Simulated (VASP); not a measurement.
# TiO (Cmmm) in VASP: single point with PBEsol

Aim: the single point of TiO with PBEsol.

Everything below comes from runs of VASP 6.6.1. Logs are shortened: lines on timing, memory, paths and dates and some standing lists are left out, and cuts for length are marked.

**1. The cell of the first run**

The structure is orthorhombic, space group Cmmm (No. 65). The conventional cell has a = 5.604 Å, b = 5.804 Å, c = 4.034 Å, α = 90.00°, β = 90.00°, γ = 90.00°. Ti (site symmetry mmm) has 4 O at 2.02 Å within 2.7 Å. Within 3.0 Å of Ti (site symmetry 2/m) lie 4 O at 2.02 Å and 8 Ti at 2.80 to 2.90 Å. O (site symmetry 2/m) has 4 Ti at 2.02 Å and 8 O at 2.80 to 2.90 Å within 3.0 Å. Within 2.7 Å of O (site symmetry mmm) lie 4 Ti at 2.02 Å.

**2. Single point, PBEsol (strain +0.0350 x Voigt [0, 0, 0, 0, 0, 1])**

Input file INCAR:

```
SYSTEM = TiO
ALGO = Normal
EDIFF = 1E-6
ENCUT = 520
GGA = PS
ISIF = 2
ISMEAR = 0
LASPH = .True.
LCHARG = .False.
LREAL = .False.
LWAVE = .False.
NBANDS = 36
NELM = 80
PREC = Accurate
SIGMA = 0.15
```

Input file KPOINTS:

```
k-points
0
Gamma
  12 12 12
  0 0 0
```

Input file POSCAR:

```
TiO
1.0
    4.0335084229      0.0705863974      0.0000000000
    0.0705863974      4.0335084229      0.0000000000
    0.0000000000      0.0000000000      4.0335084229
Ti O
3 3
Direct
    0.5000000000      0.5000000000      0.0000000000
    0.0000000000      0.5000000000      0.5000000000
    0.5000000000      0.0000000000      0.5000000000
    0.0000000000      0.5000000000      0.0000000000
    0.5000000000      0.0000000000      0.0000000000
    0.0000000000      0.0000000000      0.5000000000
```

Potentials or basis: VASP PAW PBE potentials, release 64 (Ti_sv, O).

The run is started by

```
$ cat potpaw_PBE.64/Ti_sv/POTCAR potpaw_PBE.64/O/POTCAR > POTCAR
$ mpirun -np 1 vasp_std > vasp.out
```

OUTCAR:

```text
SYSTEM = TiO
   EDIFF = 1E-6
   ENCUT = 520
   GGA = PS
   ISIF = 2
   ISMEAR = 0
   LASPH = .True.
   LREAL = .False.
   NELM = 80
   PREC = Accurate

 ion  position               nearest neighbor table
   1  0.500  0.500  0.000-   4 2.02   5 2.02   5 2.02   4 2.02   2 2.85   3 2.85   3 2.85   2 2.85
                             3 2.85   2 2.85   3 2.85   2 2.85
   2  0.000  0.500  0.500-   4 2.02   4 2.02   6 2.02   6 2.02   3 2.80   3 2.80   1 2.85   1 2.85
                             1 2.85   1 2.85   3 2.90   3 2.90
   3  0.500  0.000  0.500-   5 2.02   5 2.02   6 2.02   6 2.02   2 2.80   2 2.80   1 2.85   1 2.85
                             1 2.85   1 2.85   2 2.90   2 2.90
   4  0.000  0.500  0.000-   2 2.02   2 2.02   1 2.02   1 2.02
   5  0.500  0.000  0.000-   3 2.02   3 2.02   1 2.02   1 2.02
   6  0.000  0.000  0.500-   2 2.02   3 2.02   2 2.02   3 2.02

  LATTYP: Found a base centered orthorhombic cell.
 ALAT       =     5.6044180751
 B/A-ratio  =     1.0356234097
 C/A-ratio  =     0.7197015585

  Lattice vectors:

 A1 = (  -0.0705863974,  -4.0335084229,   0.0000000000)
 A2 = (   4.0335084229,   0.0705863974,   0.0000000000)
 A3 = (   0.0000000000,   0.0000000000,   4.0335084229)

Analysis of symmetry for initial positions (statically):
=====================================================================
 Subroutine PRICEL returns:
 Original cell was already a primitive cell.

 Routine SETGRP: Setting up the symmetry group for a
 base centered orthorhombic supercell.

 Subroutine GETGRP returns: Found  8 space group operations
 (whereof  8 operations were pure point group operations)
 out of a pool of  8 trial point group operations.

The static configuration has the point symmetry D_2h.

Analysis of symmetry for dynamics (positions and initial velocities):
=====================================================================
 Subroutine PRICEL returns:
 Original cell was already a primitive cell.

 Routine SETGRP: Setting up the symmetry group for a
 base centered orthorhombic supercell.

 Subroutine GETGRP returns: Found  8 space group operations
 (whereof  8 operations were pure point group operations)
 out of a pool of  8 trial point group operations.

The dynamic configuration has the point symmetry D_2h.

 Subroutine INISYM returns: Found  8 space group operations
 (whereof  8 operations are pure point group operations),
 and found     1 'primitive' translations

----------------------------------------------------------------------------------------

                                     Primitive cell

  volume of cell :      65.6018

  direct lattice vectors                    reciprocal lattice vectors
     4.033508423  0.070586397  0.000000000     0.247999072 -0.004339984  0.000000000
     0.070586397  4.033508423  0.000000000    -0.004339984  0.247999072  0.000000000
     0.000000000  0.000000000  4.033508423     0.000000000  0.000000000  0.247923122

  length of vectors
     4.034126007  4.034126007  4.033508423     0.248037043  0.248037043  0.247923122

  position of ions in fractional coordinates (direct lattice)
     0.500000000  0.500000000  0.000000000
     0.000000000  0.500000000  0.500000000
     0.500000000  0.000000000  0.500000000
     0.000000000  0.500000000  0.000000000
     0.500000000  0.000000000  0.000000000
     0.000000000  0.000000000  0.500000000

  ion indices of the primitive-cell ions
   primitive index   ion index
                 1           1
                 2           2
                 3           3
                 4           4
                 5           5
                 6           6

----------------------------------------------------------------------------------------

 KPOINTS: k-points

Automatic generation of k-mesh.
 Grid dimensions read from file:
 generate k-points for:   12   12   12

 Generating k-lattice:

  Cartesian coordinates                     Fractional coordinates (reciprocal lattice)
     0.020666589 -0.000361665  0.000000000     0.083333333  0.000000000  0.000000000
    -0.000361665  0.020666589  0.000000000     0.000000000  0.083333333  0.000000000
     0.000000000  0.000000000  0.020660260     0.000000000  0.000000000  0.083333333

  Length of vectors
     0.020669754  0.020669754  0.020660260

  Shift w.r.t. Gamma in fractional coordinates (k-lattice)
     0.000000000  0.000000000  0.000000000

 Subroutine IBZKPT returns following result:
 ===========================================

 Found    301 irreducible k-points:

 Following reciprocal coordinates:
            Coordinates               Weight
  0.000000  0.000000  0.000000      1.000000
  0.083333  0.000000  0.000000      4.000000
  0.166667 -0.000000  0.000000      4.000000
  0.250000 -0.000000  0.000000      4.000000
  0.333333  0.000000  0.000000      4.000000
  0.416667 -0.000000  0.000000      4.000000
[... 16 lines left out ...]
  0.500000  0.166667  0.000000      4.000000
 -0.416667  0.166667  0.000000      4.000000
 [... further k-points ...]
   k-points           NKPTS =    301   k-points in BZ     NKDIM =    301   number of bands    NBANDS=     36
   number of dos      NEDOS =    301   number of ions     NIONS =      6
   total plane-waves  NPLWV =  27000
   dimension x,y,z NGX =    30 NGY =   30 NGZ =   30
   dimension x,y,z NGXF=    60 NGYF=   60 NGZF=   60
   ions per type =               3   3
   NGX,Y,Z   is equivalent  to a cutoff of  12.36, 12.36, 12.36 a.u.
   NGXF,Y,Z  is equivalent  to a cutoff of  24.73, 24.73, 24.73 a.u.
 SYSTEM =  TiO
   PREC   = accura    normal or accurate (medium, high low for compatibility)
   ISTART =      0    job   : 0-new  1-cont  2-samecut
   ICHARG =      2    charge: 1-file 2-atom 10-const
   ISPIN  =      1    spin polarized calculation?
   LNONCOLLINEAR =      F non collinear calculations
   LSORBIT =      F    spin-orbit coupling
   LASPH  =      T    aspherical Exc in radial PAW
   ENCUT  =  520.0 eV  38.22 Ry    6.18 a.u.   7.50  7.50  7.50*2*pi/ulx,y,z
   NELM   =     80;   NELMIN=  2; NELMDL= -5     # of ELM steps
   EDIFF  = 0.1E-05   stopping-criterion for ELM
   LREAL  =      F    real-space projection
   EDIFFG = 0.1E-04   stopping-criterion for IOM
   NSW    =      0    number of steps for IOM
   IBRION =     -1    ionic relax: 0-MD 1-quasi-New 2-CG
   NFREE  =      0    steps in history (QN), initial steepest desc. (CG)
   ISIF   =      2    stress and relaxation
   ISYM   =      2    0-nonsym 1-usesym 2-fastsym
   POTIM  = 0.5000    time-step for ionic-motion
   TEBEG  =    0.0;   TEEND  =   0.0 temperature during run
   PSTRESS=    0.0 pullay stress
   NELECT =      54.0000    total number of electrons
   NUPDOWN=      -1.0000    fix difference up-down
   EMIN   =  10.00;   EMAX   =-10.00  energy-range for DOS
   EFERMI =   0.00;   METHOD = LEGACY
   ISMEAR =     0;   SIGMA  =   0.15  broadening in eV -4-tet -1-fermi 0-gaus
   EFERMI_NEDOS =   21; number of points for ismear=-14 and -15
   IALGO  =     38    algorithm
   IMIX   =      4    mixing-type and parameters
     AMIX     =   0.40;   BMIX     =  1.00
     AMIX_MAG =   1.60;   BMIX_MAG =  1.00
  volume/ion in A,a.u.               =      10.93        73.78
  Fermi-wavevector in a.u.,A,eV,Ry     =   1.534266  2.899343 32.027755  2.353974
  Thomas-Fermi vector in A             =   2.641218
   LORBIT       =      0    0 simple, 1 ext, 2 COOP (PROOUT), +10 PAW based schemes
   GGA     = PS    functional components
   LHFCALC =     F    Hartree Fock is set to
   AEXX    =    0.0000 exact exchange contribution
   IVDW    =     0    specifies the selected vdW correction
   LEPSILON=     F    determine dielectric tensor
   LRPA    =     F    only Hartree local field effects (RPA)
 non-spin polarized calculation
 Gauss-broadening in eV      SIGMA  =   0.15
  energy-cutoff  :      520.00
  volume of cell :       65.60
 maximum number of plane-waves:      1789
 NGX is ok and might be reduce to    30
   NGX = 15   NGY = 15   NGZ = 15

 number of electron      53.9999977 magnetization

 Free energy of the ion-electron system (eV)
  ---------------------------------------------------
  ext. energy  EPLUGINS =         0.00000000
  ---------------------------------------------------
  free energy    TOTEN  =       -56.00796535 eV

  energy without entropy =      -55.95235756  energy(sigma->0) =      -55.98016146

 E-fermi :   8.3666     XC(G=0): -12.2576

 val. band max:        8.3663256689   @ k =  -0.3333   0.0833   0.1667
 cond. band min:       8.3699803052   @ k =   0.3333   0.2500   0.3333
 fundamental gap:      0.0036546364
 Fermi energy:         8.3666278151

 k-point     1 :       0.0000    0.0000    0.0000
  band No.  band energies     occupation
      1     -48.5574      2.00000
      2     -48.3938      2.00000
      3     -48.3844      2.00000
      4     -25.1947      2.00000
      5     -25.1865      2.00000
      6     -25.1863      2.00000
[... 28 lines left out ...]
     35      11.9443      0.00000
     36      11.9540      0.00000

 k-point     2 :       0.0833    0.0000    0.0000
  band No.  band energies     occupation
      1     -48.5549      2.00000
      2     -48.3945      2.00000
      3     -48.3861      2.00000
      4     -25.1899      2.00000
      5     -25.1831      2.00000
      6     -25.1815      2.00000
[... 28 lines left out ...]
     35      11.9310      0.00000
     36      11.9877      0.00000

 k-point     3 :       0.1667   -0.0000    0.0000
  band No.  band energies     occupation
      1     -48.5475      2.00000
      2     -48.3986      2.00000
      3     -48.3891      2.00000
      4     -25.1789      2.00000
      5     -25.1712      2.00000
      6     -25.1671      2.00000
[... 28 lines left out ...]
     35      11.6862      0.00000
     36      11.7067      0.00000
[... 742 lines left out ...]
 k-point    23 :       0.5000    0.1667    0.0000
  band No.  band energies     occupation
      1     -48.4952      2.00000
      2     -48.4410      2.00000
      3     -48.3970      2.00000
      4     -25.2346      2.00000
      5     -25.0988      2.00000
      6     -25.0741      2.00000
[... 28 lines left out ...]
     35      11.1932      0.00000
     36      11.7308      0.00000

 k-point    24 :      -0.4167    0.1667    0.0000
  band No.  band energies     occupation
      1     -48.4993      2.00000
      2     -48.4369      2.00000
      3     -48.3971      2.00000
      4     -25.2290      2.00000
      5     -25.0896      2.00000
      6     -25.0756      2.00000
[... 28 lines left out ...]
     35      11.2246      0.00000
     36      11.7466      0.00000

 [... further k-points ...]
[... 5 lines left out ...]
  --------------------------------------------------------------------------------------
  -------------------------------------------------------------------------------------
  Total        0.2055857      0.2055857      0.2721196     -0.7934410      0.0000000      0.0000000
  in kB        5.0209705      5.0209705      6.6459117    -19.3780177      0.0000000      0.0000000
  external PRESSURE =       5.5626176 kB  Pullay stress =       0.0000000 kB

 VOLUME and BASIS-vectors are now :
 -----------------------------------------------------------------------------
  energy-cutoff  :      520.00
  volume of cell :       65.60
      direct lattice vectors                 reciprocal lattice vectors
     4.033508423  0.070586397  0.000000000     0.247999072 -0.004339984  0.000000000
     0.070586397  4.033508423  0.000000000    -0.004339984  0.247999072  0.000000000
     0.000000000  0.000000000  4.033508423     0.000000000  0.000000000  0.247923122

 POSITION                                       TOTAL-FORCE (eV/Angst)
 -----------------------------------------------------------------------------------
      2.05205      2.05205      0.00000         0.000000      0.000000      0.000000
      0.03529      2.01675      2.01675        -0.000000      0.000000      0.000000
      2.01675      0.03529      2.01675        -0.000000      0.000000      0.000000
      0.03529      2.01675      0.00000        -0.000000      0.000000      0.000000
      2.01675      0.03529      0.00000        -0.000000      0.000000      0.000000
      0.00000      0.00000      2.01675        -0.000000      0.000000      0.000000
 -----------------------------------------------------------------------------------
    total drift:                                0.000000      0.000000     -0.000000

  FREE ENERGIE OF THE ION-ELECTRON SYSTEM (eV)
  ---------------------------------------------------
  free  energy   TOTEN  =       -56.0079653490 eV

  energy  without entropy=      -55.9523575616  energy(sigma->0) =      -55.98016146
```

Run time: 5.1 min. Hardware: 1 thread of Intel Xeon 6975P-C (Granite Rapids), shared host; peak memory 0.58 GiB.

What came out:

```yaml
Free_energy: -56.0080 eV
Pressure: 0.6 GPa
Band_gap_on_the_k_mesh: zero (bands 27 and 28 overlap by 1.96 eV)
```

Levels at points of the mesh, in eV from the Fermi level:
| k point | band 25 | band 26 | band 27 | band 28 | band 29 | band 30 |
| --- | --- | --- | --- | --- | --- | --- |
| (0.00, 0.00, 0.00) | -2.93 | -1.65 | -1.59 | -1.54 | 1.23 | 1.35 |
| (0.50, 0.00, 0.00) | -2.66 | -1.17 | 0.41 | 0.42 | 0.75 | 1.38 |
| (0.50, 0.50, 0.00) | -1.34 | -0.79 | -0.20 | 0.21 | 1.90 | 2.02 |
| (0.00, 0.00, 0.50) | -2.67 | -1.18 | 0.38 | 0.44 | 0.75 | 1.37 |
| (0.50, 0.00, 0.50) | -1.33 | -0.79 | 0.00 | 0.00 | 1.95 | 2.01 |
| (0.50, 0.50, 0.50) | -0.81 | -0.67 | -0.52 | 0.61 | 2.59 | 2.73 |

Caveat: the cell differs from its parent crystal (strain +0.0350 x Voigt [0, 0, 0, 0, 0, 1]); the PAW data sets were made with another functional, which shifts forces and pressure a little; semilocal functionals often make such compounds metallic where correlation or magnetic order opens a gap, which also shifts bond lengths.
